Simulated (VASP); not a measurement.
# Mo16S in VASP: single point with PBE

Aim: the single point of Mo16S with PBE.

All numbers are computed with VASP 6.6.1; they aren't measurements. Logs are shortened: lines on timing, memory, paths and dates and some standing lists are left out, and cuts for length are marked.

## 1. The cell of the first run

The cell holds a slab with vacuum, 17 atoms: a = 6.321 Å, b = 6.321 Å, c = 20.088 Å, α = 90.00°, β = 90.00°, γ = 90.00°.

## 2. Single point, PBE

INCAR reads:

```
SYSTEM = Mo16S
  PREC = Accurate
  ENCUT = 520
  EDIFF = 1E-6
  ISMEAR = 0
  SIGMA = 0.1
  LREAL = Auto
  LASPH = .True.
  NELM = 100
  ALGO = Normal
  ISIF = 2
  LWAVE = .False.
  LCHARG = .True.
  LDIPOL = .True.
  IDIPOL = 3
  DIPOL = 0.5 0.5 0.326
  GGA = PE
  LELF = .True.
  LVHAR = .True.
  LVACPOTAV = .True.
  NBANDS = 129
```

KPOINTS reads:

```
Automatic mesh
0
Gamma
  4 4 1
  0 0 0
```

POSCAR reads:

```
Mo16S
1.0
    6.3209357480      0.0000000000      0.0000000000
    0.0000000000      6.3209357480      0.0000000000
    0.0000000000      0.0000000000     20.0883894757
Mo S
16 1
Direct
    0.2500000000      0.2500000000      0.1991199944
    0.2500000000      0.7500000000      0.1991199944
    0.7500000000      0.2500000000      0.1991199944
    0.7500000000      0.7500000000      0.1991199944
    0.0000000000      0.0000000000      0.2777840375
    0.0000000000      0.5000000000      0.2777840375
    0.5000000000      0.0000000000      0.2777840375
    0.5000000000      0.5000000000      0.2777840375
    0.2500000000      0.2500000000      0.3589730511
    0.2500000000      0.7500000000      0.3589730511
    0.7500000000      0.2500000000      0.3589730511
    0.7500000000      0.7500000000      0.3589730511
    0.0000000000      0.0000000000      0.4275300161
    0.0000000000      0.5000000000      0.4275300161
    0.5000000000      0.0000000000      0.4275300161
    0.5000000000      0.5000000000      0.4275300161
    0.2500000000      0.2500000000      0.4849879840
```

Potentials or basis: VASP PAW PBE potentials, release 64 (Mo_sv, S).

Started as:

```console
> cat potpaw_PBE.64/Mo_sv/POTCAR potpaw_PBE.64/S/POTCAR > POTCAR
> mpirun -np 1 vasp_std > vasp.out
```

OUTCAR:

```text
SYSTEM = Mo16S
   PREC = Accurate
   ENCUT = 520
   EDIFF = 1E-6
   ISMEAR = 0
   LREAL = Auto
   LASPH = .True.
   NELM = 100
   ISIF = 2
   GGA = PE

 ion  position               nearest neighbor table
   1  0.250  0.250  0.199-   5 2.74   6 2.74   7 2.74   8 2.74   2 3.16   3 3.16   2 3.16   3 3.16
                             9 3.21
   2  0.250  0.750  0.199-   5 2.74   6 2.74   7 2.74   8 2.74   1 3.16   4 3.16   1 3.16   4 3.16
                            10 3.21
   3  0.750  0.250  0.199-   5 2.74   6 2.74   7 2.74   8 2.74   1 3.16   4 3.16   4 3.16   1 3.16
                            11 3.21
   4  0.750  0.750  0.199-   5 2.74   6 2.74   7 2.74   8 2.74   2 3.16   3 3.16   3 3.16   2 3.16
                            12 3.21
   5  0.000  0.000  0.278-   1 2.74   2 2.74   3 2.74   4 2.74   9 2.77  10 2.77  11 2.77  12 2.77
                            13 3.01   7 3.16   6 3.16   6 3.16   7 3.16
   6  0.000  0.500  0.278-   1 2.74   2 2.74   3 2.74   4 2.74   9 2.77  10 2.77  11 2.77  12 2.77
                            14 3.01   8 3.16   5 3.16   5 3.16   8 3.16
   7  0.500  0.000  0.278-   1 2.74   2 2.74   3 2.74   4 2.74   9 2.77  10 2.77  11 2.77  12 2.77
                            15 3.01   8 3.16   5 3.16   8 3.16   5 3.16
   8  0.500  0.500  0.278-   1 2.74   2 2.74   3 2.74   4 2.74   9 2.77  10 2.77  11 2.77  12 2.77
                            16 3.01   7 3.16   6 3.16   7 3.16   6 3.16
   9  0.250  0.250  0.359-  17 2.53  14 2.63  15 2.63  16 2.63  13 2.63   6 2.77   7 2.77   8 2.77
                             5 2.77  11 3.16  10 3.16  10 3.16  11 3.16   1 3.21
  10  0.250  0.750  0.359-  13 2.63  14 2.63  15 2.63  16 2.63   5 2.77   6 2.77   7 2.77   8 2.77
                             9 3.16  12 3.16   9 3.16  12 3.16   2 3.21
  11  0.750  0.250  0.359-  13 2.63  14 2.63  15 2.63  16 2.63   5 2.77   6 2.77   7 2.77   8 2.77
                             9 3.16  12 3.16  12 3.16   9 3.16   3 3.21
  12  0.750  0.750  0.359-  13 2.63  14 2.63  15 2.63  16 2.63   5 2.77   6 2.77   7 2.77   8 2.77
                            10 3.16  11 3.16  11 3.16  10 3.16   4 3.21
  13  0.000  0.000  0.428-  17 2.52  10 2.63  11 2.63  12 2.63   9 2.63   5 3.01  15 3.16  14 3.16
                            14 3.16  15 3.16
  14  0.000  0.500  0.428-  17 2.52  10 2.63  11 2.63  12 2.63   9 2.63   6 3.01  16 3.16  13 3.16
                            13 3.16  16 3.16
  15  0.500  0.000  0.428-  17 2.52  10 2.63  11 2.63  12 2.63   9 2.63   7 3.01  16 3.16  13 3.16
                            16 3.16  13 3.16
  16  0.500  0.500  0.428-  17 2.52  10 2.63  11 2.63  12 2.63   9 2.63   8 3.01  15 3.16  14 3.16
                            15 3.16  14 3.16
  17  0.250  0.250  0.485-  13 2.52  14 2.52  15 2.52  16 2.52   9 2.53

  LATTYP: Found a simple tetragonal cell.
 ALAT       =     6.3209357480
 C/A-ratio  =     3.1780720888

  Lattice vectors:

 A1 = (   6.3209357480,   0.0000000000,   0.0000000000)
 A2 = (   0.0000000000,   6.3209357480,   0.0000000000)
 A3 = (   0.0000000000,   0.0000000000,  20.0883894757)

Analysis of symmetry for initial positions (statically):
=====================================================================
 Subroutine PRICEL returns:
 Original cell was already a primitive cell.

 Routine SETGRP: Setting up the symmetry group for a
 simple tetragonal supercell.

 Subroutine GETGRP returns: Found  8 space group operations
 (whereof  2 operations were pure point group operations)
 out of a pool of 16 trial point group operations.

The static configuration has the point symmetry C_1h.
 The point group associated with its full space group is C_4v.

Analysis of symmetry for dynamics (positions and initial velocities):
=====================================================================
 Subroutine PRICEL returns:
 Original cell was already a primitive cell.

 Routine SETGRP: Setting up the symmetry group for a
 simple tetragonal supercell.

 Subroutine GETGRP returns: Found  8 space group operations
 (whereof  2 operations were pure point group operations)
 out of a pool of 16 trial point group operations.

The dynamic configuration has the point symmetry C_1h.
 The point group associated with its full space group is C_4v.

 Subroutine INISYM returns: Found  8 space group operations
 (whereof  2 operations are pure point group operations),
 and found     1 'primitive' translations

----------------------------------------------------------------------------------------

                                     Primitive cell

  volume of cell :     802.6161

  direct lattice vectors                    reciprocal lattice vectors
     6.320935748  0.000000000  0.000000000     0.158204424  0.000000000  0.000000000
     0.000000000  6.320935748  0.000000000     0.000000000  0.158204424  0.000000000
     0.000000000  0.000000000 20.088389476     0.000000000  0.000000000  0.049779999

  length of vectors
     6.320935748  6.320935748 20.088389476     0.158204424  0.158204424  0.049779999

  position of ions in fractional coordinates (direct lattice)
     0.250000000  0.250000000  0.199119994
     0.250000000  0.750000000  0.199119994
     0.750000000  0.250000000  0.199119994
     0.750000000  0.750000000  0.199119994
     0.000000000  0.000000000  0.277784037
     0.000000000  0.500000000  0.277784037
[... 9 lines left out ...]
     0.500000000  0.500000000  0.427530016
     0.250000000  0.250000000  0.484987984

  ion indices of the primitive-cell ions
   primitive index   ion index
                 1           1
                 2           2
                 3           3
                 4           4
                 5           5
                 6           6
[... 9 lines left out ...]
                16          16
                17          17

----------------------------------------------------------------------------------------

 KPOINTS: Automatic mesh

Automatic generation of k-mesh.
 Grid dimensions read from file:
 generate k-points for:    4    4    1

 Generating k-lattice:

  Cartesian coordinates                     Fractional coordinates (reciprocal lattice)
     0.039551106  0.000000000  0.000000000     0.250000000  0.000000000  0.000000000
     0.000000000  0.039551106  0.000000000     0.000000000  0.250000000  0.000000000
     0.000000000  0.000000000  0.049779999     0.000000000  0.000000000  1.000000000

  Length of vectors
     0.039551106  0.039551106  0.049779999

  Shift w.r.t. Gamma in fractional coordinates (k-lattice)
     0.000000000  0.000000000  0.000000000

 Subroutine IBZKPT returns following result:
 ===========================================

 Found      6 irreducible k-points:

 Following reciprocal coordinates:
            Coordinates               Weight
  0.000000  0.000000  0.000000      1.000000
  0.250000  0.000000  0.000000      4.000000
  0.500000  0.000000  0.000000      2.000000
  0.250000  0.250000  0.000000      4.000000
  0.500000  0.250000  0.000000      4.000000
  0.500000  0.500000  0.000000      1.000000
   k-points           NKPTS =      6   k-points in BZ     NKDIM =      6   number of bands    NBANDS=    129
   number of dos      NEDOS =    301   number of ions     NIONS =     17
   total plane-waves  NPLWV = 345600
   dimension x,y,z NGX =    48 NGY =   48 NGZ =  150
   dimension x,y,z NGXF=    96 NGYF=   96 NGZF=  300
   ions per type =              16   1
   NGX,Y,Z   is equivalent  to a cutoff of  12.62, 12.62, 12.41 a.u.
   NGXF,Y,Z  is equivalent  to a cutoff of  25.25, 25.25, 24.83 a.u.
 SYSTEM =  Mo16S
   PREC   = accura    normal or accurate (medium, high low for compatibility)
   ISTART =      0    job   : 0-new  1-cont  2-samecut
   ICHARG =      2    charge: 1-file 2-atom 10-const
   ISPIN  =      1    spin polarized calculation?
   LNONCOLLINEAR =      F non collinear calculations
   LSORBIT =      F    spin-orbit coupling
   LASPH  =      T    aspherical Exc in radial PAW
   ENCUT  =  520.0 eV  38.22 Ry    6.18 a.u.  11.75 11.75 37.35*2*pi/ulx,y,z
   NELM   =    100;   NELMIN=  2; NELMDL= -5     # of ELM steps
   EDIFF  = 0.1E-05   stopping-criterion for ELM
   LREAL  =      T    real-space projection
   EDIFFG = 0.1E-04   stopping-criterion for IOM
   NSW    =      0    number of steps for IOM
   IBRION =     -1    ionic relax: 0-MD 1-quasi-New 2-CG
   NFREE  =      0    steps in history (QN), initial steepest desc. (CG)
   ISIF   =      2    stress and relaxation
   ISYM   =      2    0-nonsym 1-usesym 2-fastsym
   POTIM  = 0.5000    time-step for ionic-motion
   TEBEG  =    0.0;   TEEND  =   0.0 temperature during run
   PSTRESS=    0.0 pullay stress
   NELECT =     230.0000    total number of electrons
   NUPDOWN=      -1.0000    fix difference up-down
   EMIN   =  10.00;   EMAX   =-10.00  energy-range for DOS
   EFERMI =   0.00;   METHOD = LEGACY
   ISMEAR =     0;   SIGMA  =   0.10  broadening in eV -4-tet -1-fermi 0-gaus
   EFERMI_NEDOS =   21; number of points for ismear=-14 and -15
   IALGO  =     38    algorithm
   IMIX   =      4    mixing-type and parameters
     AMIX     =   0.40;   BMIX     =  1.00
     AMIX_MAG =   1.60;   BMIX_MAG =  1.00
  volume/ion in A,a.u.               =      47.21       318.61
  Fermi-wavevector in a.u.,A,eV,Ry     =   1.079315  2.039609 15.849706  1.164921
  Thomas-Fermi vector in A             =   2.215277
   LORBIT       =      0    0 simple, 1 ext, 2 COOP (PROOUT), +10 PAW based schemes
   GGA     = PE    functional components
   LHFCALC =     F    Hartree Fock is set to
   AEXX    =    0.0000 exact exchange contribution
   IVDW    =     0    specifies the selected vdW correction
   LEPSILON=     F    determine dielectric tensor
   LRPA    =     F    only Hartree local field effects (RPA)
 non-spin polarized calculation
 Gauss-broadening in eV      SIGMA  =   0.10
  energy-cutoff  :      520.00
  volume of cell :      802.62
 maximum number of plane-waves:     21671
 NGX is ok and might be reduce to    48
   NGX = 23   NGY = 23   NGZ = 75

 dipolmoment           0.000000      0.000000     -0.015804 electrons x Angstroem

 number of electron     230.0000020 magnetization

 dipolmoment           0.000000      0.000000      0.020426 electrons x Angstroem

 Free energy of the ion-electron system (eV)
  ---------------------------------------------------
  ext. energy  EPLUGINS =         0.00000000
  ---------------------------------------------------
  free energy    TOTEN  =      -166.25594367 eV

  energy without entropy =     -166.20107537  energy(sigma->0) =     -166.22850952

 E-fermi :   1.5050     XC(G=0):  -5.4574

 val. band max:        1.4622485315   @ k =   0.0000   0.0000   0.0000
 cond. band min:       1.5468631243   @ k =   0.2500   0.0000   0.0000
 fundamental gap:      0.0846145929
 Fermi energy:         1.5049857152

 k-point     1 :       0.0000    0.0000    0.0000
  band No.  band energies     occupation
      1     -59.5754      2.00000
      2     -59.4337      2.00000
      3     -59.3589      2.00000
      4     -59.3421      2.00000
      5     -59.3214      2.00000
      6     -59.3214      2.00000
[... 119 lines left out ...]
    126       2.8139      0.00000
    127       3.0481      0.00000

 k-point     2 :       0.2500    0.0000    0.0000
  band No.  band energies     occupation
      1     -59.5653      2.00000
      2     -59.4382      2.00000
      3     -59.3828      2.00000
      4     -59.3365      2.00000
      5     -59.3185      2.00000
      6     -59.3176      2.00000
[... 639 lines left out ...]
    126       2.6649      0.00000
    127       2.6909      0.00000
 [bands above 127 left out]

------------------------ aborting loop because EDIFF is reached ----------------------------------------

  FORCE on cell =-STRESS in cart. coord.  units (eV):
  Direction    XX          YY          ZZ          XY          YZ          ZX
  --------------------------------------------------------------------------------------
  -------------------------------------------------------------------------------------
  Total      -18.1176259    -18.1176259     -8.4233801      0.0000000      0.0000000     -0.0000000
  in kB      -36.1662932    -36.1662932    -16.8146994      0.0000000      0.0000000     -0.0000000
  external PRESSURE =     -29.7157619 kB  Pullay stress =       0.0000000 kB

 VOLUME and BASIS-vectors are now :
 -----------------------------------------------------------------------------
  energy-cutoff  :      520.00
  volume of cell :      802.62
      direct lattice vectors                 reciprocal lattice vectors
     6.320935748  0.000000000  0.000000000     0.158204424  0.000000000  0.000000000
     0.000000000  6.320935748  0.000000000     0.000000000  0.158204424  0.000000000
     0.000000000  0.000000000 20.088389476     0.000000000  0.000000000  0.049779999

 POSITION                                       TOTAL-FORCE (eV/Angst)
 -----------------------------------------------------------------------------------
      1.58023      1.58023      4.00000        -0.000000      0.000000      2.049398
      1.58023      4.74070      4.00000        -0.000000      0.000000      1.939633
      4.74070      1.58023      4.00000        -0.000000     -0.000000      1.939633
      4.74070      4.74070      4.00000        -0.000000      0.000000      1.721707
      0.00000      0.00000      5.58023        -0.115172     -0.115172     -1.915714
      0.00000      3.16047      5.58023        -0.115172      0.115172     -1.915714
[... 9 lines left out ...]
      3.16047      3.16047      8.58839         0.041144      0.041144      0.675306
      1.58023      1.58023      9.74263        -0.000000      0.000000      0.016211
 -----------------------------------------------------------------------------------
    total drift:                                0.000000      0.000000     -0.001401

  FREE ENERGIE OF THE ION-ELECTRON SYSTEM (eV)
  ---------------------------------------------------
  free  energy   TOTEN  =      -166.2559436744 eV

  energy  without entropy=     -166.2010753740  energy(sigma->0) =     -166.22850952

 vacuum level on the upper side and lower side of the slab         5.442         5.349
```

Wall time 51 min (1 thread of Intel Xeon 8259CL, shared host); peak memory 0.92 GiB.

What came out:

```
Free energy            : -166.2559 eV
Largest force          : 2.049 eV/Å
Band gap on the k mesh : zero (bands 115 and 116 overlap by 0.48 eV)
```

Forces on the atoms (eV/Å):
```
Mo   0.000  0.000  2.049
Mo   0.000  0.000  1.940
Mo   0.000  0.000  1.940
Mo   0.000  0.000  1.722
Mo  -0.115 -0.115 -1.916
Mo  -0.115  0.115 -1.916
Mo   0.115 -0.115 -1.916
Mo   0.115  0.115 -1.916
Mo   0.000  0.000 -1.029
Mo   0.000  0.000 -0.379
Mo   0.000  0.000 -0.379
Mo   0.000  0.000 -0.918
Mo  -0.041 -0.041  0.675
Mo  -0.041  0.041  0.675
Mo   0.041 -0.041  0.675
Mo   0.041  0.041  0.675
S    0.000  0.000  0.016
```

Levels at points of the mesh, in eV from the Fermi level:
| k point | band 113 | band 114 | band 115 | band 116 | band 117 | band 118 |
| --- | --- | --- | --- | --- | --- | --- |
| (0.00, 0.00, 0.00) | -0.27 | -0.04 | 0.34 | 0.39 | 0.63 | 0.63 |
| (0.50, 0.00, 0.00) | -0.28 | -0.27 | -0.17 | -0.13 | 0.18 | 0.30 |
| (0.50, 0.50, 0.00) | -0.32 | -0.14 | -0.14 | -0.13 | -0.12 | 0.15 |

The gap in the log of VASP goes by the Fermi energy; the results here count the filled bands.